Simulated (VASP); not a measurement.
# InPd (P4mm) in VASP: a series of runs

InPd is run at these levels: PBE; tasks: single point.

All numbers are computed with VASP 6.6.1; they aren't measurements. Logs are shortened: lines on timing, memory, paths and dates and some standing lists are left out, and cuts for length are marked.

## Step 1: The cell of the first run

Symmetry: P4mm, No. 99, tetragonal system. The conventional cell has a = 3.272 Å, b = 3.272 Å, c = 3.272 Å, α = 90.00°, β = 90.00°, γ = 90.00°. In (site symmetry 4mm) has 8 Pd at 2.60 to 3.12 Å and 6 In at 3.27 Å within 3.4 Å. Pd (site symmetry 4mm) has 8 In at 2.60 to 3.12 Å and 6 Pd at 3.27 Å within 3.4 Å.

## Step 2: Single point, PBE (atom 2 (Pd) moved by (+0.000, -0.450) A along [1 1 0] and z)

Input file INCAR:

```
SYSTEM = InPd
PREC = Accurate
ENCUT = 520
EDIFF = 1E-7
ISMEAR = 0
SIGMA = 0.15
LREAL = .FALSE.
LASPH = .TRUE.
NELM = 100
ALGO = Fast
ISIF = 2
LWAVE = .FALSE.
LCHARG = .TRUE.
GGA = PE
LELF = .TRUE.
LVHAR = .TRUE.
NBANDS = 18
```

Input file KPOINTS:

```
regular mesh
0
G
  14 14 14
  0 0 0
```

Input file POSCAR:

```
InPd
1.0
    3.2718847800      0.0000000000      0.0000000000
    0.0000000000      3.2718847800      0.0000000000
    0.0000000000      0.0000000000      3.2718847800
In Pd
1 1
Direct
    0.0000000000      0.0000000000      0.0000000000
    0.5000000000      0.5000000000      0.3624645945
```

Potentials or basis: VASP PAW PBE potentials, release 64 (In_d, Pd).

Command:

```
$ cat potpaw_PBE.64/In_d/POTCAR potpaw_PBE.64/Pd/POTCAR > POTCAR
$ mpirun -np 1 vasp_std > vasp.out
```

OUTCAR:

```text
SYSTEM = InPd
   PREC = Accurate
   ENCUT = 520
   EDIFF = 1E-7
   ISMEAR = 0
   LREAL = .FALSE.
   LASPH = .TRUE.
   NELM = 100
   ISIF = 2
   GGA = PE

 ion  position               nearest neighbor table
   1  0.000  0.000  0.000-   2 2.60   2 2.60   2 2.60   2 2.60   2 3.12   2 3.12   2 3.12   2 3.12

   2  0.500  0.500  0.362-   1 2.60   1 2.60   1 2.60   1 2.60   1 3.12   1 3.12   1 3.12   1 3.12

  LATTYP: Found a simple cubic cell.
 ALAT       =     3.2718847800

  Lattice vectors:

 A1 = (   3.2718847800,   0.0000000000,   0.0000000000)
 A2 = (   0.0000000000,   3.2718847800,   0.0000000000)
 A3 = (   0.0000000000,   0.0000000000,   3.2718847800)

Analysis of symmetry for initial positions (statically):
=====================================================================
 Subroutine PRICEL returns:
 Original cell was already a primitive cell.

 Routine SETGRP: Setting up the symmetry group for a
 simple cubic supercell.

 Subroutine GETGRP returns: Found  8 space group operations
 (whereof  8 operations were pure point group operations)
 out of a pool of 48 trial point group operations.

The static configuration has the point symmetry C_4v.

Analysis of symmetry for dynamics (positions and initial velocities):
=====================================================================
 Subroutine PRICEL returns:
 Original cell was already a primitive cell.

 Routine SETGRP: Setting up the symmetry group for a
 simple cubic supercell.

 Subroutine GETGRP returns: Found  8 space group operations
 (whereof  8 operations were pure point group operations)
 out of a pool of 48 trial point group operations.

The dynamic configuration has the point symmetry C_4v.

 Subroutine INISYM returns: Found  8 space group operations
 (whereof  8 operations are pure point group operations),
 and found     1 'primitive' translations

----------------------------------------------------------------------------------------

                                     Primitive cell

  volume of cell :      35.0263

  direct lattice vectors                    reciprocal lattice vectors
     3.271884780  0.000000000  0.000000000     0.305634234  0.000000000  0.000000000
     0.000000000  3.271884780  0.000000000     0.000000000  0.305634234  0.000000000
     0.000000000  0.000000000  3.271884780     0.000000000  0.000000000  0.305634234

  length of vectors
     3.271884780  3.271884780  3.271884780     0.305634234  0.305634234  0.305634234

  position of ions in fractional coordinates (direct lattice)
     0.000000000  0.000000000  0.000000000
     0.500000000  0.500000000  0.362464594

  ion indices of the primitive-cell ions
   primitive index   ion index
                 1           1
                 2           2

----------------------------------------------------------------------------------------

 KPOINTS: regular mesh

Automatic generation of k-mesh.
 Grid dimensions read from file:
 generate k-points for:   14   14   14

 Generating k-lattice:

  Cartesian coordinates                     Fractional coordinates (reciprocal lattice)
     0.021831017  0.000000000  0.000000000     0.071428571  0.000000000  0.000000000
     0.000000000  0.021831017  0.000000000     0.000000000  0.071428571  0.000000000
     0.000000000  0.000000000  0.021831017     0.000000000  0.000000000  0.071428571

  Length of vectors
     0.021831017  0.021831017  0.021831017

  Shift w.r.t. Gamma in fractional coordinates (k-lattice)
     0.000000000  0.000000000  0.000000000

 Subroutine IBZKPT returns following result:
 ===========================================

 Found    288 irreducible k-points:

 Following reciprocal coordinates:
            Coordinates               Weight
  0.000000  0.000000  0.000000      1.000000
  0.071429  0.000000  0.000000      4.000000
  0.000000  0.000000  0.071429      2.000000
  0.142857  0.000000  0.000000      4.000000
  0.000000  0.000000  0.142857      2.000000
  0.214286  0.000000  0.000000      4.000000
[... 16 lines left out ...]
  0.071429  0.000000  0.214286      8.000000
  0.285714  0.071429  0.000000      8.000000
 [... further k-points ...]
   k-points           NKPTS =    288   k-points in BZ     NKDIM =    288   number of bands    NBANDS=     18
   number of dos      NEDOS =    301   number of ions     NIONS =      2
   total plane-waves  NPLWV =  13824
   dimension x,y,z NGX =    24 NGY =   24 NGZ =   24
   dimension x,y,z NGXF=    48 NGYF=   48 NGZF=   48
   ions per type =               1   1
   NGX,Y,Z   is equivalent  to a cutoff of  12.19, 12.19, 12.19 a.u.
   NGXF,Y,Z  is equivalent  to a cutoff of  24.39, 24.39, 24.39 a.u.
 SYSTEM =  InPd
   PREC   = accura    normal or accurate (medium, high low for compatibility)
   ISTART =      0    job   : 0-new  1-cont  2-samecut
   ICHARG =      2    charge: 1-file 2-atom 10-const
   ISPIN  =      1    spin polarized calculation?
   LNONCOLLINEAR =      F non collinear calculations
   LSORBIT =      F    spin-orbit coupling
   LASPH  =      T    aspherical Exc in radial PAW
   ENCUT  =  520.0 eV  38.22 Ry    6.18 a.u.   6.08  6.08  6.08*2*pi/ulx,y,z
   NELM   =    100;   NELMIN=  2; NELMDL= -5     # of ELM steps
   EDIFF  = 0.1E-06   stopping-criterion for ELM
   LREAL  =      F    real-space projection
   EDIFFG = 0.1E-05   stopping-criterion for IOM
   NSW    =      0    number of steps for IOM
   IBRION =     -1    ionic relax: 0-MD 1-quasi-New 2-CG
   NFREE  =      0    steps in history (QN), initial steepest desc. (CG)
   ISIF   =      2    stress and relaxation
   ISYM   =      2    0-nonsym 1-usesym 2-fastsym
   POTIM  = 0.5000    time-step for ionic-motion
   TEBEG  =    0.0;   TEEND  =   0.0 temperature during run
   PSTRESS=    0.0 pullay stress
   NELECT =      23.0000    total number of electrons
   NUPDOWN=      -1.0000    fix difference up-down
   EMIN   =  10.00;   EMAX   =-10.00  energy-range for DOS
   EFERMI =   0.00;   METHOD = LEGACY
   ISMEAR =     0;   SIGMA  =   0.15  broadening in eV -4-tet -1-fermi 0-gaus
   EFERMI_NEDOS =   21; number of points for ismear=-14 and -15
   IALGO  =     68    algorithm
   IMIX   =      4    mixing-type and parameters
     AMIX     =   0.40;   BMIX     =  1.00
     AMIX_MAG =   1.60;   BMIX_MAG =  1.00
  volume/ion in A,a.u.               =      17.51       118.18
  Fermi-wavevector in a.u.,A,eV,Ry     =   1.422938  2.688964 27.548447  2.024754
  Thomas-Fermi vector in A             =   2.543589
   LORBIT       =      0    0 simple, 1 ext, 2 COOP (PROOUT), +10 PAW based schemes
   GGA     = PE    functional components
   LHFCALC =     F    Hartree Fock is set to
   AEXX    =    0.0000 exact exchange contribution
   IVDW    =     0    specifies the selected vdW correction
   LEPSILON=     F    determine dielectric tensor
   LRPA    =     F    only Hartree local field effects (RPA)
 non-spin polarized calculation
 RMM-DIIS sequential band-by-band and
 Gauss-broadening in eV      SIGMA  =   0.15
  energy-cutoff  :      520.00
  volume of cell :       35.03
 maximum number of plane-waves:       968
   NGX = 13   NGY = 13   NGZ = 13

 number of electron      22.9999991 magnetization

 Free energy of the ion-electron system (eV)
  ---------------------------------------------------
  ext. energy  EPLUGINS =         0.00000000
  ---------------------------------------------------
  free energy    TOTEN  =        -8.30985675 eV

  energy without entropy =       -8.30170783  energy(sigma->0) =       -8.30578229

 E-fermi :  10.5470     XC(G=0): -12.1835

 val. band max:       10.5436004412   @ k =   0.2857   0.0714   0.0000
 cond. band min:      10.5518355390   @ k =   0.2857   0.5000   0.4286
 fundamental gap:      0.0082350978
 Fermi energy:        10.5470305117

 k-point     1 :       0.0000    0.0000    0.0000
  band No.  band energies     occupation
      1      -4.5001      2.00000
      2      -4.4821      2.00000
      3      -4.1246      2.00000
      4      -4.0638      2.00000
      5      -4.0638      2.00000
      6       0.4250      2.00000
[... 10 lines left out ...]
     17      21.1219      0.00000
     18      27.0178      0.00000

 k-point     2 :       0.0714    0.0000    0.0000
  band No.  band energies     occupation
      1      -4.4892      2.00000
      2      -4.4728      2.00000
      3      -4.1296      2.00000
      4      -4.0708      2.00000
      5      -4.0636      2.00000
      6       0.5067      2.00000
[... 10 lines left out ...]
     17      21.5787      0.00000
     18      26.9467      0.00000

 k-point     3 :       0.0000    0.0000    0.0714
  band No.  band energies     occupation
      1      -4.4974      2.00000
      2      -4.4656      2.00000
      3      -4.1231      2.00000
      4      -4.0695      2.00000
      5      -4.0695      2.00000
      6       0.5037      2.00000
[... 10 lines left out ...]
     17      21.0914      0.00000
     18      27.0659      0.00000

 k-point     4 :       0.1429    0.0000    0.0000
  band No.  band energies     occupation
      1      -4.4815      2.00000
      2      -4.4241      2.00000
      3      -4.1433      2.00000
      4      -4.0904      2.00000
      5      -4.0635      2.00000
      6       0.7508      2.00000
[... 375 lines left out ...]
      4      -4.1271      2.00000
      5      -4.0706      2.00000
      6       1.2305      2.00000
[... 10 lines left out ...]
     17      24.7026      0.00000
     18      25.6433      0.00000

 k-point    23 :       0.0714    0.0000    0.2143
  band No.  band energies     occupation
      1      -4.4652      2.00000
      2      -4.3473      2.00000
      3      -4.1247      2.00000
      4      -4.1183      2.00000
      5      -4.1040      2.00000
      6       1.2059      2.00000
[... 10 lines left out ...]
     17      23.9581      0.00000
     18      25.2917      0.00000

 k-point    24 :       0.2857    0.0714    0.0000
  band No.  band energies     occupation
      1      -4.4547      2.00000
      2      -4.2577      2.00000
      3      -4.1914      2.00000
      4      -4.1489      2.00000
      5      -4.0726      2.00000
      6       1.7848      2.00000
[... 10 lines left out ...]
     17      23.4044      0.00000
     18      25.3846      0.00000

 [... further k-points ...]
[... 5 lines left out ...]
  --------------------------------------------------------------------------------------
  -------------------------------------------------------------------------------------
  Total        3.5399726      3.5399726      1.5708425      0.0000000      0.0000000      0.0000000
  in kB      161.9259611    161.9259611     71.8537146      0.0000000      0.0000000      0.0000000
  external PRESSURE =     131.9018789 kB  Pullay stress =       0.0000000 kB

 VOLUME and BASIS-vectors are now :
 -----------------------------------------------------------------------------
  energy-cutoff  :      520.00
  volume of cell :       35.03
      direct lattice vectors                 reciprocal lattice vectors
     3.271884780  0.000000000  0.000000000     0.305634234  0.000000000  0.000000000
     0.000000000  3.271884780  0.000000000     0.000000000  0.305634234  0.000000000
     0.000000000  0.000000000  3.271884780     0.000000000  0.000000000  0.305634234

 POSITION                                       TOTAL-FORCE (eV/Angst)
 -----------------------------------------------------------------------------------
      0.00000      0.00000      0.00000         0.000000     -0.000000     -1.903922
      1.63594      1.63594      1.18594         0.000000      0.000000      1.903922
 -----------------------------------------------------------------------------------
    total drift:                                0.000000     -0.000000     -0.000703

  FREE ENERGIE OF THE ION-ELECTRON SYSTEM (eV)
  ---------------------------------------------------
  free  energy   TOTEN  =        -8.3098567493 eV

  energy  without entropy=       -8.3017078333  energy(sigma->0) =       -8.30578229
```

Run time: 4.2 min. Hardware: 1 thread of Intel Xeon 8259CL, shared host; peak memory 0.29 GiB.

What came out:

```
Free energy            : -8.3099 eV
Pressure               : 13.2 GPa
Largest force          : 1.904 eV/Å
Band gap on the k mesh : zero (an odd number of electrons rules out a gap without spin polarisation)
```

Forces in eV/Å, atoms in the order of the input:
```
In   0.000  0.000 -1.904
Pd   0.000  0.000  1.904
```

Caveat: the cell differs from its parent crystal (atom 2 (Pd) moved by (+0.000, -0.450) A along [1 1 0] and z); the stress differs along the axes, from 7 to 16 GPa; spin-orbit coupling is left out, which moves the levels of the heavy elements; forces of over 1 eV/Å act on the atoms, so gaps and moduli don't describe the material at rest.

## Step 3: Single point, PBE (atom 2 (Pd) moved by (+0.000, -0.225) A along [1 1 0] and z)

Input file INCAR:

```
PREC     = Accurate       # precision mode
ENCUT    = 520            # plane-wave cutoff, eV
EDIFF    = 1E-6           # SCF threshold, eV
ISMEAR   = 0              # smearing method
SIGMA    = 0.15           # smearing width, eV
LREAL    = F              # projectors in reciprocal space
LASPH    = T              # aspherical terms in the spheres
NELM     = 60             # most SCF steps
ALGO     = Fast           # electronic algorithm
ISIF     = 2              # what is computed and relaxed
LWAVE    = F              # write WAVECAR
LCHARG   = F              # write CHGCAR
GGA      = PE             # functional
NBANDS   = 18             # bands
```

Input file KPOINTS:

```
Automatic mesh
0
Gamma
  14 14 14
```

POSCAR, as its differences from that of step 2:

```diff
@@ -9,2 +9,2 @@
     0.0000000000      0.0000000000      0.0000000000
-    0.5000000000      0.5000000000      0.3624645945
+    0.5000000000      0.5000000000      0.4312322972
```

Potentials or basis: VASP PAW PBE potentials, release 64 (In_d, Pd).

Command:

```
$ cat potpaw_PBE.64/In_d/POTCAR potpaw_PBE.64/Pd/POTCAR > POTCAR
$ mpirun -np 1 vasp_std > vasp.out
```

Run time: 3.8 min. Hardware: 1 thread of Intel Xeon 8259CL, shared host; peak memory 0.29 GiB.

The run converged. Its results:

```
Free energy            : -8.6318 eV
Pressure               : 6.1 GPa
Largest force          : 0.955 eV/Å
Band gap on the k mesh : zero (an odd number of electrons rules out a gap without spin polarisation)
```

Forces on the atoms (eV/Å):
```
In   0.000  0.000 -0.955
Pd   0.000  0.000  0.955
```

Stress tensor (GPa, compression positive):
```
6.87 0.00 0.00
0.00 6.87 0.00
0.00 0.00 4.67
```

Levels at points of the mesh, in eV from the Fermi level:
| k point | band 9 | band 10 | band 11 | band 12 | band 13 | band 14 | band 15 | band 16 |
| --- | --- | --- | --- | --- | --- | --- | --- | --- |
| (0.00, 0.00, 0.00) | -2.38 | -2.38 | -2.38 | 4.19 | 4.19 | 4.44 | 9.21 | 10.37 |
| (0.50, 0.00, 0.00) | -3.37 | -3.26 | -2.40 | -1.22 | 8.55 | 9.55 | 10.15 | 10.20 |
| (0.00, 0.00, 0.50) | -3.33 | -3.33 | -2.45 | -1.14 | 9.22 | 9.22 | 9.84 | 10.53 |
| (0.50, 0.50, 0.00) | -2.96 | -2.20 | -2.20 | -1.81 | 1.39 | 2.41 | 9.66 | 11.49 |
| (0.00, 0.50, 0.50) | -2.75 | -2.42 | -2.22 | -1.79 | 1.38 | 2.38 | 9.53 | 11.31 |
| (0.50, 0.50, 0.50) | -1.77 | -1.75 | -0.08 | 3.24 | 3.24 | 3.75 | 4.39 | 4.86 |

Caveat: the cell differs from its parent crystal (atom 2 (Pd) moved by (+0.000, -0.225) A along [1 1 0] and z); the cell stands under pressure; spin-orbit coupling is left out, which moves the levels of the heavy elements.
